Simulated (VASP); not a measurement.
Write the native input for VASP 6.6.1 that does the following.

```
Task                   : relaxation of the atoms
Functional             : PBE
Potentials or basis    : VASP PAW PBE potentials, release 64 (Sr_sv, Ti_sv, O)
Cutoff                 : 520 eV
k mesh                 : 8 × 8 × 8
Occupations            : fermi-dirac, width 0.02 eV
Spin                   : no spin polarisation
Dipole correction      : no
Further INCAR settings : ALGO = Normal; EDIFF = 1e-07; IBRION = 2; EDIFFG = -0.02; NSW = 80
```

The structure of SrTiO3 lies in POSCAR:

```
SrTiO3
1.0
    3.9050000000      0.0000000000      0.0000000000
    0.0000000000      3.9050000000      0.0000000000
    0.0000000000      0.0000000000      3.8659500000
Sr Ti O
1 1 3
Direct
    0.0000000000      0.0000000000      0.0000000000
    0.5000000000      0.5000000000      0.5000000000
    0.0000000000      0.5000000000      0.5000000000
    0.5000000000      0.0000000000      0.5000000000
    0.5000000000      0.5000000000      0.0000000000
```

This cell differs from its parent crystal: z stretched by -1 %.

The input as run:

INCAR

```
SYSTEM = SrTiO3
PREC     = Accurate       ! precision mode
ENCUT    = 520            ! plane-wave cutoff, eV
EDIFF    = 1E-7           ! SCF threshold, eV
ISMEAR   = -1             ! smearing method
SIGMA    = 0.02           ! smearing width, eV
LREAL    = .False.        ! projectors in reciprocal space
LASPH    = .True.         ! aspherical terms in the spheres
NELM     = 120            ! most SCF steps
ALGO     = Normal         ! electronic algorithm
ISIF     = 2              ! what is computed and relaxed
LWAVE    = .False.        ! write WAVECAR
LCHARG   = .False.        ! write CHGCAR
GGA      = PE             ! functional
IBRION   = 2              ! ionic algorithm
NSW      = 80             ! ionic steps
EDIFFG   = -0.02          ! ionic threshold
GGA_COMPAT= .False.      
NELMIN   = 4
```

KPOINTS

```
regular mesh
0
Gamma
  8 8 8
  0 0 0
```

Potentials or basis: VASP PAW PBE potentials, release 64 (Sr_sv, Ti_sv, O).

Launch:

```console
$ cat potpaw_PBE.64/Sr_sv/POTCAR potpaw_PBE.64/Ti_sv/POTCAR potpaw_PBE.64/O/POTCAR > POTCAR
$ mpirun -np 1 vasp_std > vasp.out
```

Results of the run:

```yaml
Pressure_after_relaxing: 7.0 GPa
Band_gap_on_the_k_mesh: 1.86 eV (least direct gap 2.21 eV)
```

Caveat: the cell differs from its parent crystal (z stretched by -1 %).

It took 2.3 min on 1 thread of Intel(R) Xeon(R) Platinum 8259CL CPU @ 2.50GHz (Skylake/Cascade Lake), with other jobs on the host, peak memory 0.25 GiB.
